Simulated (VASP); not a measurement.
# Ni2Ge (P6_3/mmc) in VASP: notebook

The runs below take Ni2Ge through relaxation of cell and atoms, relaxation of shape and atoms at fixed volume, with PBEsol.

All numbers are computed with VASP 6.6.1; they aren't measurements. Logs are shortened: lines on timing, memory, paths and dates and some standing lists are left out, and cuts for length are marked.

## Step 1: The cell of the first run

It takes space group P6_3/mmc (No. 194, hexagonal). Conventional cell: a = 3.892 Å, b = 3.892 Å, c = 4.891 Å, α = 90.00°, β = 90.00°, γ = 120.00°. Within 3.0 Å of Ni (site symmetry -6m2) lie 5 Ge at 2.25 to 2.45 Å and 6 Ni at 2.56 Å. Ni (site symmetry -3m) has 8 Ni at 2.45 to 2.56 Å and 6 Ge at 2.56 Å within 3.2 Å. Ge (site symmetry -6m2) has 11 Ni at 2.25 to 2.56 Å within 3.0 Å.

## Step 2: Relaxation of cell and atoms, PBEsol, target pressure 15 GPa, at which the enthalpy is minimised

File INCAR:

```
PREC     = Accurate       # precision mode
ENCUT    = 600            # plane-wave cutoff, eV
EDIFF    = 1E-6           # SCF threshold, eV
ISMEAR   = 0              # smearing method
SIGMA    = 0.1            # smearing width, eV
LREAL    = F              # projectors in reciprocal space
LASPH    = T              # aspherical terms in the spheres
NELM     = 100            # most SCF steps
ALGO     = Fast           # electronic algorithm
ISIF     = 3              # what is computed and relaxed
LWAVE    = F              # write WAVECAR
LCHARG   = F              # write CHGCAR
GGA      = PS             # functional
IBRION   = 2              # ionic algorithm
NSW      = 70             # ionic steps
EDIFFG   = -0.008         # ionic threshold
PSTRESS  = 150.0
```

File KPOINTS:

```
regular mesh
0
Gamma
  12 12 8
```

File POSCAR:

```
Ni2Ge
1.0
    3.8917525001      0.0000000000      0.0000000000
   -1.9458762500      3.3703565303      0.0000000000
    0.0000000000      0.0000000000      4.8912026180
Ni Ge
4 2
Direct
    0.6666666667      0.3333333333      0.2500000000
    0.3333333333      0.6666666667      0.7500000000
    0.0000000000      0.0000000000      0.0000000000
    0.0000000000      0.0000000000      0.5000000000
    0.6666666667      0.3333333333      0.7500000000
    0.3333333333      0.6666666667      0.2500000000
```

Potentials or basis: VASP PAW PBE potentials, release 64 (Ni, Ge_d).

Command:

```
$ cat potpaw_PBE.64/Ni/POTCAR potpaw_PBE.64/Ge_d/POTCAR > POTCAR
$ mpirun -np 1 vasp_std > vasp.out
```

OUTCAR:

```text
PREC = Accurate
   ENCUT = 600
   EDIFF = 1E-6
   ISMEAR = 0
   LREAL = F
   LASPH = T
   NELM = 100
   ISIF = 3
   GGA = PS
   IBRION = 2
   NSW = 70
   EDIFFG = -0.008
   PSTRESS = 150.0

 ion  position               nearest neighbor table
   1  0.667  0.333  0.250-   6 2.25   6 2.25   6 2.25   5 2.45   5 2.45   3 2.56   4 2.56   3 2.56
                             4 2.56   3 2.56   4 2.56
   2  0.333  0.667  0.750-   5 2.25   5 2.25   5 2.25   6 2.45   6 2.45   3 2.56   4 2.56   4 2.56
                             3 2.56   4 2.56   3 2.56
   3  0.000  0.000  0.000-   4 2.45   4 2.45   1 2.56   5 2.56   6 2.56   2 2.56   2 2.56   6 2.56
                             1 2.56   5 2.56   1 2.56   5 2.56   2 2.56   6 2.56
   4  0.000  0.000  0.500-   3 2.45   3 2.45   1 2.56   5 2.56   6 2.56   2 2.56   2 2.56   6 2.56
                             1 2.56   5 2.56   1 2.56   5 2.56   2 2.56   6 2.56
   5  0.667  0.333  0.750-   2 2.25   2 2.25   2 2.25   1 2.45   1 2.45   3 2.56   4 2.56   3 2.56
                             4 2.56   3 2.56   4 2.56
   6  0.333  0.667  0.250-   1 2.25   1 2.25   1 2.25   2 2.45   2 2.45   3 2.56   4 2.56   4 2.56
                             3 2.56   4 2.56   3 2.56

  LATTYP: Found a hexagonal cell.
 ALAT       =     3.8917525001
 C/A-ratio  =     1.2568123533

  Lattice vectors:

 A1 = (   3.8917525001,   0.0000000000,   0.0000000000)
 A2 = (  -1.9458762500,   3.3703565303,   0.0000000000)
 A3 = (   0.0000000000,   0.0000000000,   4.8912026180)

Analysis of symmetry for initial positions (statically):
=====================================================================
 Subroutine PRICEL returns:
 Original cell was already a primitive cell.

 Routine SETGRP: Setting up the symmetry group for a
 hexagonal supercell.

 Subroutine GETGRP returns: Found 24 space group operations
 (whereof 12 operations were pure point group operations)
 out of a pool of 24 trial point group operations.

The static configuration has the point symmetry D_3d.
 The point group associated with its full space group is D_6h.

Analysis of symmetry for dynamics (positions and initial velocities):
=====================================================================
 Subroutine PRICEL returns:
 Original cell was already a primitive cell.

 Routine SETGRP: Setting up the symmetry group for a
 hexagonal supercell.

 Subroutine GETGRP returns: Found 24 space group operations
 (whereof 12 operations were pure point group operations)
 out of a pool of 24 trial point group operations.

The dynamic configuration has the point symmetry D_3d.
 The point group associated with its full space group is D_6h.

 Subroutine INISYM returns: Found 24 space group operations
 (whereof 12 operations are pure point group operations),
 and found     1 'primitive' translations

----------------------------------------------------------------------------------------

                                     Primitive cell

  volume of cell :      64.1559

  direct lattice vectors                    reciprocal lattice vectors
     3.891752500  0.000000000  0.000000000     0.256953647  0.148352258  0.000000000
    -1.945876250  3.370356530  0.000000000     0.000000000  0.296704515  0.000000000
     0.000000000  0.000000000  4.891202618     0.000000000  0.000000000  0.204448697

  length of vectors
     3.891752500  3.891752500  4.891202618     0.296704515  0.296704515  0.204448697

  position of ions in fractional coordinates (direct lattice)
     0.666666667  0.333333333  0.250000000
     0.333333333  0.666666667  0.750000000
     0.000000000  0.000000000  0.000000000
     0.000000000  0.000000000  0.500000000
     0.666666667  0.333333333  0.750000000
     0.333333333  0.666666667  0.250000000

  ion indices of the primitive-cell ions
   primitive index   ion index
                 1           1
                 2           2
                 3           3
                 4           4
                 5           5
                 6           6

----------------------------------------------------------------------------------------

 KPOINTS: regular mesh

Automatic generation of k-mesh.
 Grid dimensions read from file:
 generate k-points for:   12   12    8

 Generating k-lattice:

  Cartesian coordinates                     Fractional coordinates (reciprocal lattice)
     0.021412804  0.012362688  0.000000000     0.083333333  0.000000000  0.000000000
     0.000000000  0.024725376  0.000000000     0.000000000  0.083333333  0.000000000
     0.000000000  0.000000000  0.025556087     0.000000000  0.000000000  0.125000000

  Length of vectors
     0.024725376  0.024725376  0.025556087

  Shift w.r.t. Gamma in fractional coordinates (k-lattice)
     0.000000000  0.000000000  0.000000000

 Subroutine IBZKPT returns following result:
 ===========================================

 Found     95 irreducible k-points:

 Following reciprocal coordinates:
            Coordinates               Weight
  0.000000  0.000000  0.000000      1.000000
  0.083333  0.000000  0.000000      6.000000
  0.166667  0.000000  0.000000      6.000000
  0.250000  0.000000  0.000000      6.000000
  0.333333  0.000000  0.000000      6.000000
  0.416667  0.000000  0.000000      6.000000
[... 16 lines left out ...]
  0.250000  0.000000  0.125000     12.000000
  0.333333  0.000000  0.125000     12.000000
 [... further k-points ...]
   k-points           NKPTS =     95   k-points in BZ     NKDIM =     95   number of bands    NBANDS=     40
   number of dos      NEDOS =    301   number of ions     NIONS =      6
   total plane-waves  NPLWV =  40960
   dimension x,y,z NGX =    32 NGY =   32 NGZ =   40
   dimension x,y,z NGXF=    64 NGYF=   64 NGZF=   80
   ions per type =               4   2
   NGX,Y,Z   is equivalent  to a cutoff of  13.67, 13.67, 13.60 a.u.
   NGXF,Y,Z  is equivalent  to a cutoff of  27.34, 27.34, 27.19 a.u.
 SYSTEM =  unknown system
   PREC   = accura    normal or accurate (medium, high low for compatibility)
   ISTART =      0    job   : 0-new  1-cont  2-samecut
   ICHARG =      2    charge: 1-file 2-atom 10-const
   ISPIN  =      1    spin polarized calculation?
   LNONCOLLINEAR =      F non collinear calculations
   LSORBIT =      F    spin-orbit coupling
   LASPH  =      T    aspherical Exc in radial PAW
   ENCUT  =  600.0 eV  44.10 Ry    6.64 a.u.   7.77  7.77  9.77*2*pi/ulx,y,z
   NELM   =    100;   NELMIN=  2; NELMDL= -5     # of ELM steps
   EDIFF  = 0.1E-05   stopping-criterion for ELM
   LREAL  =      F    real-space projection
   EDIFFG = -.8E-02   stopping-criterion for IOM
   NSW    =     70    number of steps for IOM
   IBRION =      2    ionic relax: 0-MD 1-quasi-New 2-CG
   NFREE  =      1    steps in history (QN), initial steepest desc. (CG)
   ISIF   =      3    stress and relaxation
   ISYM   =      2    0-nonsym 1-usesym 2-fastsym
   POTIM  = 0.5000    time-step for ionic-motion
   TEBEG  =    0.0;   TEEND  =   0.0 temperature during run
   PSTRESS=  150.0 pullay stress
   NELECT =      68.0000    total number of electrons
   NUPDOWN=      -1.0000    fix difference up-down
   EMIN   =  10.00;   EMAX   =-10.00  energy-range for DOS
   EFERMI =   0.00;   METHOD = LEGACY
   ISMEAR =     0;   SIGMA  =   0.10  broadening in eV -4-tet -1-fermi 0-gaus
   EFERMI_NEDOS =   21; number of points for ismear=-14 and -15
   IALGO  =     68    algorithm
   IMIX   =      4    mixing-type and parameters
     AMIX     =   0.40;   BMIX     =  1.00
     AMIX_MAG =   1.60;   BMIX_MAG =  1.00
  volume/ion in A,a.u.               =      10.69        72.16
  Fermi-wavevector in a.u.,A,eV,Ry     =   1.669164  3.154262 37.907287  2.786107
  Thomas-Fermi vector in A             =   2.754884
   LORBIT       =      0    0 simple, 1 ext, 2 COOP (PROOUT), +10 PAW based schemes
   GGA     = PS    functional components
   LHFCALC =     F    Hartree Fock is set to
   AEXX    =    0.0000 exact exchange contribution
   IVDW    =     0    specifies the selected vdW correction
   LEPSILON=     F    determine dielectric tensor
   LRPA    =     F    only Hartree local field effects (RPA)
 conjugate gradient relaxation of ions
 non-spin polarized calculation
 RMM-DIIS sequential band-by-band and
 Gauss-broadening in eV      SIGMA  =   0.10
  energy-cutoff  :      600.00
  volume of cell :       64.16
 maximum number of plane-waves:      2173
 NGX is ok and might be reduce to    32
   NGX = 15   NGY = 15   NGZ = 19

--------------------------------------- Ionic step        1  -------------------------------------------

 number of electron      68.0000024 magnetization

 Free energy of the ion-electron system (eV)
  ---------------------------------------------------
  ext. energy  EPLUGINS =         0.00000000
  ---------------------------------------------------
  free energy    TOTEN  =       -36.27551172 eV

  energy without entropy =      -36.25791816  energy(sigma->0) =      -36.26671494

------------------------ aborting loop because EDIFF is reached ----------------------------------------

  FORCE on cell =-STRESS in cart. coord.  units (eV):
  Direction    XX          YY          ZZ          XY          YZ          ZX
  --------------------------------------------------------------------------------------
  -------------------------------------------------------------------------------------
  Total        6.2452194      6.2452194      5.7965947      0.0000000      0.0000000      0.0000000
  in kB      155.9629956    155.9629956    144.7594113      0.0000000      0.0000000      0.0000000
  external PRESSURE =       2.2284675 kB  Pullay stress =     150.0000000 kB
[... 69 lines left out ...]
  enthalpy is  TOTEN    =       -30.2699065799 eV   P V=        6.0193551649

--------------------------------------- Ionic step        3  -------------------------------------------

 number of electron      68.0000029 magnetization

 Free energy of the ion-electron system (eV)
  ---------------------------------------------------
  ext. energy  EPLUGINS =         0.00000000
  ---------------------------------------------------
  free energy    TOTEN  =       -36.28931383 eV

  energy without entropy =      -36.27173659  energy(sigma->0) =      -36.28052521

 E-fermi :  11.2850     XC(G=0): -13.8867

 val. band max:       11.2823949939   @ k =   0.2500   0.0833   0.2500
 cond. band min:      11.2856677905   @ k =   0.3333   0.0000   0.2500
 fundamental gap:      0.0032727966
 Fermi energy:        11.2849583730

 k-point     1 :       0.0000    0.0000    0.0000
  band No.  band energies     occupation
      1     -13.5848      2.00000
      2     -13.5727      2.00000
      3     -13.5506      2.00000
      4     -13.5506      2.00000
      5     -13.5134      2.00000
      6     -13.5134      2.00000
[... 1021 lines left out ...]
     39      14.8691      0.00000
     40      16.5512      0.00000

 [... further k-points ...]

------------------------ aborting loop because EDIFF is reached ----------------------------------------

  FORCE on cell =-STRESS in cart. coord.  units (eV):
  Direction    XX          YY          ZZ          XY          YZ          ZX
  --------------------------------------------------------------------------------------
  -------------------------------------------------------------------------------------
  Total        5.9959389      5.9959389      6.0312838      0.0000000      0.0000000      0.0000000
  in kB      149.4151821    149.4151821    150.2959546      0.0000000      0.0000000      0.0000000
  external PRESSURE =      -0.2912271 kB  Pullay stress =     150.0000000 kB
[... 21 lines left out ...]
  FREE ENERGIE OF THE ION-ELECTRON SYSTEM (eV)
  ---------------------------------------------------
  free  energy   TOTEN  =       -36.2893138262 eV

  energy  without entropy=      -36.2717365862  energy(sigma->0) =      -36.28052521

  enthalpy is  TOTEN    =       -30.2699065501 eV   P V=        6.0194072761

 reached required accuracy - stopping structural energy minimisation
```

Run time: 6 min. Hardware: 1 thread of Intel Xeon Platinum 8488C (Sapphire Rapids), shared host; peak memory 0.38 GiB.

Results:

* Free energy: -36.2893 eV
* Relaxed volume: 10.72 Å³/atom
* Relaxed cell: a = 3.899 Å, b = 3.899 Å, c = 4.883 Å, α = 90.00°, β = 90.00°, γ = 120.00°
* Space group after relaxing (to 0.1 Å): P6_3/mmc (No. 194)
* Energy change on relaxing (the run minimises the enthalpy): -2.3 meV/atom
* Ionic steps: 3
* Pressure after relaxing: 15.0 GPa
* Band gap on the k mesh: zero (bands 34 and 35 overlap by 3.04 eV)

Step by step:
| step | energy change (eV) | largest force (eV/Å) | pressure (GPa) | volume (Å³) |
| --- | --- | --- | --- | --- |
| 1 | 0.0000 | 0.0000 | 15.22 | 64.16 |
| 2 | -0.0138 | 0.0000 | 15.12 | 64.29 |
| 3 | -0.0138 | 0.0000 | 14.97 | 64.29 |

Final structure:
```yaml
crystal:
  lattice:
    - [3.89925, 0.00000, 0.00000]
    - [-1.94963, 3.37685, 0.00000]
    - [0.00000, 0.00000, 4.88292]
  atoms:
    - { symbol: Ni, position: [0.66667, 0.33333, 0.25000] }
    - { symbol: Ni, position: [0.33333, 0.66667, 0.75000] }
    - { symbol: Ni, position: [0.00000, 0.00000, 0.00000] }
    - { symbol: Ni, position: [0.00000, 0.00000, 0.50000] }
    - { symbol: Ge, position: [0.66667, 0.33333, 0.75000] }
    - { symbol: Ge, position: [0.33333, 0.66667, 0.25000] }
```

Caveat: the cell is relaxed towards a set pressure, so the run minimises the enthalpy, not the energy; the PAW data sets were made with another functional, which shifts forces and pressure a little. Spin polarisation is off, so any magnetic state and its effect on volume and gap are missing.

## Step 3: Relaxation of shape and atoms at fixed volume, PBEsol (12.10 Å³/atom)

This run uses another cell than the first one, of 12.10 Å³/atom.

File INCAR:

```
PREC = Accurate
ENCUT = 600
EDIFF = 1E-6
ISMEAR = 0
SIGMA = 0.1
LREAL = F
LASPH = T
NELM = 100
ALGO = Fast
ISIF = 4
LWAVE = F
LCHARG = F
GGA = PS
IBRION = 2
NSW = 50
EDIFFG = -0.01
```

KPOINTS is that of step 2.

POSCAR, as its differences from that of step 2:

```diff
@@ -2,5 +2,5 @@
 1.0
-    3.8917525001      0.0000000000      0.0000000000
-   -1.9458762500      3.3703565303      0.0000000000
-    0.0000000000      0.0000000000      4.8912026180
+    4.0442260545      0.0000000000      0.0000000000
+   -2.0221130272      3.5024025018      0.0000000000
+    0.0000000000      0.0000000000      5.1266639502
 Ni Ge
```

Potentials or basis: VASP PAW PBE potentials, release 64 (Ni, Ge_d).

Command:

```
$ cat potpaw_PBE.64/Ni/POTCAR potpaw_PBE.64/Ge_d/POTCAR > POTCAR
$ mpirun -np 1 vasp_std > vasp.out
```

It took 14 min on 1 thread of AMD EPYC 7R43 (Zen 3), shared host; peak memory 0.37 GiB.

The run converged. Its results:

* Free energy: -36.3507 eV
* Energy gained by relaxing: 0.1 meV/atom
* Ionic steps: 3
* Pressure after relaxing: -10.0 GPa
* Band gap on the k mesh: zero (bands 34 and 35 overlap by 2.57 eV)

The path:
```csv
step,energy change (eV),largest force (eV/Å),pressure (GPa),volume (Å³)
1,0.0000,0.0000,-9.42,72.62
2,-0.0004,0.0000,-9.91,72.62
3,-0.0004,0.0000,-9.97,72.62
```

Final structure:
```
Ni Ge
1.0
     4.03913    0.00000    0.00000
    -2.01957    3.49799    0.00000
     0.00000    0.00000    5.13960
Ni Ge
4 2
Direct
  0.66667 0.33333 0.25000
  0.33333 0.66667 0.75000
  0.00000 0.00000 0.00000
  0.00000 0.00000 0.50000
  0.66667 0.33333 0.75000
  0.33333 0.66667 0.25000
```

Levels at points of the mesh, in eV from the Fermi level:
```csv
k point,band 32,band 33,band 34,band 35,band 36,band 37
"(0.00, 0.00, 0.00)",-0.55,0.10,2.01,2.62,2.62,2.83
"(0.50, 0.00, 0.00)",-1.08,-0.90,-0.60,-0.49,0.52,1.69
"(0.00, 0.00, 0.50)",-1.05,1.21,1.21,3.10,3.10,3.10
"(0.50, 0.00, 0.50)",-1.11,-0.79,-0.79,0.86,0.86,2.35
```

Caveat: the PAW data sets were made with another functional, which shifts forces and pressure a little. Spin polarisation is off, so any magnetic state and its effect on volume and gap are missing.
